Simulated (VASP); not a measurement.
# Ca3P2 (Pm-3m) in VASP: single point with LDA

Aim: the single point of Ca3P2 with LDA.

Everything below comes from runs of VASP 6.6.1. Logs are shortened: lines on timing, memory, paths and dates and some standing lists are left out, and cuts for length are marked.

## (1) The cell of the first run

The structure is cubic, space group Pm-3m (No. 221). Conventional cell: a = 5.310 Å, b = 5.310 Å, c = 5.310 Å, α = 90.00°, β = 90.00°, γ = 90.00°. Within 3.5 Å of Ca (site symmetry 4/mmm) lie 2 P at 2.65 Å. P (site symmetry m-3m) has 12 Ca at 3.75 Å and 8 P at 4.60 Å within 4.9 Å. Within 3.5 Å of P (site symmetry m-3m) lie 6 Ca at 2.65 Å.

## (2) Single point, LDA

Contents of INCAR:

```
SYSTEM = Ca3P2
  PREC = Accurate
  ENCUT = 520
  EDIFF = 1E-7
  ISMEAR = 0
  SIGMA = 0.03
  LREAL = .False.
  LASPH = .True.
  NELM = 60
  ALGO = Normal
  ISIF = 2
  LWAVE = .False.
  LCHARG = .True.
  GGA = CA
  LELF = .True.
  LVHAR = .True.
  NBANDS = 28
```

Contents of KPOINTS:

```
Automatic mesh
0
Gamma
  8 8 8
  0 0 0
```

Contents of POSCAR:

```
Ca3P2
1.0
    5.3100000000      0.0000000000      0.0000000000
    0.0000000000      5.3100000000      0.0000000000
    0.0000000000      0.0000000000      5.3100000000
Ca P
3 2
Direct
    0.0000000000      0.5000000000      0.5000000000
    0.5000000000      0.0000000000      0.5000000000
    0.5000000000      0.5000000000      0.0000000000
    0.0000000000      0.0000000000      0.0000000000
    0.5000000000      0.5000000000      0.5000000000
```

Potentials or basis: VASP PAW LDA potentials, release 64 (Ca_sv, P).

The run is started by

```
> cat potpaw_LDA.64/Ca_sv/POTCAR potpaw_LDA.64/P/POTCAR > POTCAR
> mpirun -np 1 vasp_std > vasp.out
```

OUTCAR:

```text
SYSTEM = Ca3P2
   PREC = Accurate
   ENCUT = 520
   EDIFF = 1E-7
   ISMEAR = 0
   LREAL = .False.
   LASPH = .True.
   NELM = 60
   ISIF = 2
   GGA = CA

 ion  position               nearest neighbor table
   1  0.000  0.500  0.500-   5 2.65   5 2.65
   2  0.500  0.000  0.500-   5 2.65   5 2.65
   3  0.500  0.500  0.000-   5 2.65   5 2.65
   4  0.000  0.000  0.000-
   5  0.500  0.500  0.500-   1 2.65   2 2.65   3 2.65   3 2.65   2 2.65   1 2.65

  LATTYP: Found a simple cubic cell.
 ALAT       =     5.3100000000

  Lattice vectors:

 A1 = (   5.3100000000,   0.0000000000,   0.0000000000)
 A2 = (   0.0000000000,   5.3100000000,   0.0000000000)
 A3 = (   0.0000000000,   0.0000000000,   5.3100000000)

Analysis of symmetry for initial positions (statically):
=====================================================================
 Subroutine PRICEL returns:
 Original cell was already a primitive cell.

 Routine SETGRP: Setting up the symmetry group for a
 simple cubic supercell.

 Subroutine GETGRP returns: Found 48 space group operations
 (whereof 48 operations were pure point group operations)
 out of a pool of 48 trial point group operations.

The static configuration has the point symmetry O_h .

Analysis of symmetry for dynamics (positions and initial velocities):
=====================================================================
 Subroutine PRICEL returns:
 Original cell was already a primitive cell.

 Routine SETGRP: Setting up the symmetry group for a
 simple cubic supercell.

 Subroutine GETGRP returns: Found 48 space group operations
 (whereof 48 operations were pure point group operations)
 out of a pool of 48 trial point group operations.

The dynamic configuration has the point symmetry O_h .

 Subroutine INISYM returns: Found 48 space group operations
 (whereof 48 operations are pure point group operations),
 and found     1 'primitive' translations

----------------------------------------------------------------------------------------

                                     Primitive cell

  volume of cell :     149.7213

  direct lattice vectors                    reciprocal lattice vectors
     5.310000000  0.000000000  0.000000000     0.188323917  0.000000000  0.000000000
     0.000000000  5.310000000  0.000000000     0.000000000  0.188323917  0.000000000
     0.000000000  0.000000000  5.310000000     0.000000000  0.000000000  0.188323917

[... 90 lines left out ...]
   LREAL  =      F    real-space projection
   EDIFFG = 0.1E-05   stopping-criterion for IOM
   NSW    =      0    number of steps for IOM
   IBRION =     -1    ionic relax: 0-MD 1-quasi-New 2-CG
   NFREE  =      0    steps in history (QN), initial steepest desc. (CG)
   ISIF   =      2    stress and relaxation
   ISYM   =      2    0-nonsym 1-usesym 2-fastsym
   POTIM  = 0.5000    time-step for ionic-motion
   TEBEG  =    0.0;   TEEND  =   0.0 temperature during run
   PSTRESS=    0.0 pullay stress
   NELECT =      40.0000    total number of electrons
   NUPDOWN=      -1.0000    fix difference up-down
   EMIN   =  10.00;   EMAX   =-10.00  energy-range for DOS
   EFERMI =   0.00;   METHOD = LEGACY
   ISMEAR =     0;   SIGMA  =   0.03  broadening in eV -4-tet -1-fermi 0-gaus
   EFERMI_NEDOS =   21; number of points for ismear=-14 and -15
   IALGO  =     38    algorithm
   IMIX   =      4    mixing-type and parameters
     AMIX     =   0.40;   BMIX     =  1.00
     AMIX_MAG =   1.60;   BMIX_MAG =  1.00
  volume/ion in A,a.u.               =      29.94       202.07
  Fermi-wavevector in a.u.,A,eV,Ry     =   1.054388  1.992504 15.126050  1.111733
  Thomas-Fermi vector in A             =   2.189546
   LORBIT       =      0    0 simple, 1 ext, 2 COOP (PROOUT), +10 PAW based schemes
   GGA     = CA    functional components
   LHFCALC =     F    Hartree Fock is set to
   AEXX    =    0.0000 exact exchange contribution
   IVDW    =     0    specifies the selected vdW correction
   LEPSILON=     F    determine dielectric tensor
   LRPA    =     F    only Hartree local field effects (RPA)
 non-spin polarized calculation
 Gauss-broadening in eV      SIGMA  =   0.03
  energy-cutoff  :      520.00
  volume of cell :      149.72
 maximum number of plane-waves:      4068
 NGX is ok and might be reduce to    40
   NGX = 19   NGY = 19   NGZ = 19

 number of electron      39.9999980 magnetization

 Free energy of the ion-electron system (eV)
  ---------------------------------------------------
  ext. energy  EPLUGINS =         0.00000000
  ---------------------------------------------------
  free energy    TOTEN  =       -22.39109851 eV

  energy without entropy =      -22.39109851  energy(sigma->0) =      -22.39109851

 E-fermi :   2.5931     XC(G=0):  -8.6875

 val. band max:        2.4866303144   @ k =   0.0000   0.0000   0.0000
 cond. band min:       2.6950262795   @ k =   0.0000   0.0000   0.0000
 fundamental gap:      0.2083959651
 Fermi energy:         2.5930978539

 k-point     1 :       0.0000    0.0000    0.0000
  band No.  band energies     occupation
      1     -38.1500      2.00000
      2     -38.1214      2.00000
      3     -38.1214      2.00000
      4     -19.5569      2.00000
      5     -19.5569      2.00000
      6     -19.5569      2.00000
[... 733 lines left out ...]
     27       5.8664      0.00000
     28       5.9758      0.00000

 [... further k-points ...]

------------------------ aborting loop because EDIFF is reached ----------------------------------------

  FORCE on cell =-STRESS in cart. coord.  units (eV):
  Direction    XX          YY          ZZ          XY          YZ          ZX
  --------------------------------------------------------------------------------------
  -------------------------------------------------------------------------------------
  Total       -2.5949034     -2.5949034     -2.5949034      0.0000000     -0.0000000      0.0000000
  in kB      -27.7682307    -27.7682307    -27.7682307      0.0000000     -0.0000000      0.0000000
  external PRESSURE =     -27.7682307 kB  Pullay stress =       0.0000000 kB

 VOLUME and BASIS-vectors are now :
 -----------------------------------------------------------------------------
  energy-cutoff  :      520.00
  volume of cell :      149.72
      direct lattice vectors                 reciprocal lattice vectors
     5.310000000  0.000000000  0.000000000     0.188323917  0.000000000  0.000000000
     0.000000000  5.310000000  0.000000000     0.000000000  0.188323917  0.000000000
     0.000000000  0.000000000  5.310000000     0.000000000  0.000000000  0.188323917

 POSITION                                       TOTAL-FORCE (eV/Angst)
 -----------------------------------------------------------------------------------
      0.00000      2.65500      2.65500         0.000000      0.000000      0.000000
      2.65500      0.00000      2.65500         0.000000      0.000000      0.000000
      2.65500      2.65500      0.00000         0.000000      0.000000      0.000000
      0.00000      0.00000      0.00000         0.000000      0.000000      0.000000
      2.65500      2.65500      2.65500         0.000000      0.000000      0.000000
 -----------------------------------------------------------------------------------
    total drift:                                0.000000     -0.000000     -0.000000

  FREE ENERGIE OF THE ION-ELECTRON SYSTEM (eV)
  ---------------------------------------------------
  free  energy   TOTEN  =       -22.3910985130 eV

  energy  without entropy=      -22.3910985124  energy(sigma->0) =      -22.39109851
```

It took 2 min on 1 thread of Oxide Virtual Turin-like, shared host; peak memory 0.23 GiB.

Results:

```
Free energy            : -22.3911 eV
Pressure               : -2.8 GPa
Band gap on the k mesh : 0.21 eV
```

Levels at points of the mesh, in eV from the valence-band top:
| k point | band 18 | band 19 | band 20 | band 21 | band 22 | band 23 |
| --- | --- | --- | --- | --- | --- | --- |
| (0.00, 0.00, 0.00) | 0.00 | 0.00 | 0.00 | 0.21 | 0.87 | 0.87 |
| (0.50, 0.00, 0.00) | -1.64 | -0.78 | -0.78 | 1.27 | 1.51 | 1.78 |
| (0.50, 0.50, 0.00) | -1.07 | -1.07 | -0.74 | 1.84 | 1.84 | 1.99 |
| (0.50, 0.50, 0.50) | -1.29 | -1.29 | -1.29 | 2.13 | 2.13 | 2.13 |

Caveat: semilocal functionals underestimate gaps, and a narrow one can read as zero. A k mesh can miss the band edges.
